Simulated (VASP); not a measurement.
A run of VASP 6.6.1 is set up as follows.

The input INCAR:

```
SYSTEM = Ga7As8Pd
PREC = Accurate ; ENCUT = 520
EDIFF = 1E-6 ; ISMEAR = 0
SIGMA = 0.05 ; LREAL = Auto
LASPH = .True. ; NELM = 150
ALGO = Normal ; ISIF = 2
LWAVE = .False. ; LCHARG = .True.
ISPIN = 2 ; MAGMOM = 0.51 0.03 0.03 0.03 0.03 0.03 0.03 0.02 0.18 0.18 0.18 0.05 0.18 0.05 0.05 0.05
LORBIT = 11 ; NUPDOWN = 2.7
LMAXMIX = 4 ; LDAU = .True.
LDAUTYPE = 2 ; LDAUL = 2 -1 -1
LDAUU = 2 0 0 ; LDAUJ = 0 0 0
LDAUPRINT = 1 ; GGA = PS
LELF = .True. ; LVHAR = .True.
NBANDS = 88
```

Contents of KPOINTS:

```
regular mesh
0
Gamma
  3 3 3
  0 0 0
```

File POSCAR:

```
Ga7As8Pd
1.0
    0.0000000000      5.6537000000      5.6537000000
    5.6537000000      0.0000000000      5.6537000000
    5.6537000000      5.6537000000      0.0000000000
Pd Ga As
1 7 8
Direct
    0.0000000000      0.0000000000      1.0000000000
    0.0005118108      0.0005118108      0.4994881892
    0.0005118108      0.4994881892      0.0005118108
    0.0005118108      0.4994881892      0.4994881892
    0.4994881892      0.0005118108      0.0005118108
    0.4994881892      0.0005118108      0.4994881892
    0.4994881892      0.4994881892      0.0005118108
    0.5000000000      0.5000000000      0.5000000000
    0.1232025839      0.1232025839      0.1232025839
    0.1232025839      0.1232025839      0.6303922483
    0.1232025839      0.6303922483      0.1232025839
    0.1247390305      0.6250869898      0.6250869898
    0.6303922483      0.1232025839      0.1232025839
    0.6250869898      0.1247390305      0.6250869898
    0.6250869898      0.6250869898      0.1247390305
    0.6250869898      0.6250869898      0.6250869898
```

Potentials or basis: VASP PAW PBE potentials, release 64 (Pd, Ga_d, As).

The run is started by

```bash
$ cat potpaw_PBE.64/Pd/POTCAR potpaw_PBE.64/Ga_d/POTCAR potpaw_PBE.64/As/POTCAR > POTCAR
$ mpirun -np 1 vasp_std > vasp.out
```

**Question.** Predict the largest force.

**Answer.** 0.185 eV/Å.

**Question.** What does it give for the pressure?

**Answer.** 0.4 GPa.

Forces on the atoms (eV/Å):
```
Pd   0.000  0.000  0.000
Ga   0.000  0.000  0.185
Ga   0.000  0.185  0.000
Ga  -0.185  0.000  0.000
Ga   0.185  0.000  0.000
Ga   0.000 -0.185  0.000
Ga   0.000  0.000 -0.185
Ga   0.000  0.000  0.000
As   0.043  0.043  0.043
As  -0.043 -0.043  0.043
As  -0.043  0.043 -0.043
As   0.037 -0.037 -0.037
As   0.043 -0.043 -0.043
As  -0.037  0.037 -0.037
As  -0.037 -0.037  0.037
As   0.037  0.037  0.037
```

Caveat: the moment is held away from its start; the PAW data sets were made with another functional, which shifts forces and pressure a little; the total moment is fixed, so each spin has its own Fermi level and the state may be an excited one; the U is typed as a test and isn't derived for this compound.
